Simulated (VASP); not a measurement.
A run of VASP 6.6.1 is set up as follows.

The input INCAR:

```
SYSTEM = BeTe2
  PREC = Accurate
  ENCUT = 520
  EDIFF = 1E-7
  ISMEAR = 0
  SIGMA = 0.2
  LREAL = .FALSE.
  LASPH = .TRUE.
  NELM = 100
  ALGO = Normal
  ISIF = 2
  LWAVE = .FALSE.
  LCHARG = .TRUE.
  GGA = PE
  LELF = .TRUE.
  LVHAR = .TRUE.
  NBANDS = 40
```

Contents of KPOINTS:

```
Automatic mesh
0
G
  3 3 3
  0 0 0
```

The input POSCAR:

```
BeTe2
1.0
    6.5321108145      0.0000000000      0.0000000000
    0.0000000000      6.5321108145      0.0000000000
    0.0000000000      0.0000000000      6.5321108145
Be Te
4 8
Direct
    0.0000000000      0.0000000000      0.0000000000
    0.5000000000      0.0000000000      0.5000000000
    0.5000000000      0.5000000000      0.0000000000
    0.0000000000      0.5000000000      0.5000000000
    0.8763124973      0.1236875027      0.6236875027
    0.1236875027      0.8763124973      0.3763124973
    0.1236875027      0.6236875027      0.8763124973
    0.8763124973      0.3763124973      0.1236875027
    0.6236875027      0.8763124973      0.1236875027
    0.3763124973      0.1236875027      0.8763124973
    0.6236875027      0.6236875027      0.6236875027
    0.3763124973      0.3763124973      0.3763124973
```

Potentials or basis: VASP PAW PBE potentials, release 64 (Be, Te).

Run with:

```bash
$ cat potpaw_PBE.64/Be/POTCAR potpaw_PBE.64/Te/POTCAR > POTCAR
$ mpirun -np 1 vasp_std > vasp.out
```

(1) What does it give for the band gap on the k mesh?

(2) What does it give for the largest force?

Answers

(1) zero (filled and empty bands touch).

(2) 0.032 eV/Å.

Caveat: semilocal functionals underestimate gaps, so a narrow gap can read as zero; spin-orbit coupling is left out, which moves the levels of the heavy elements.
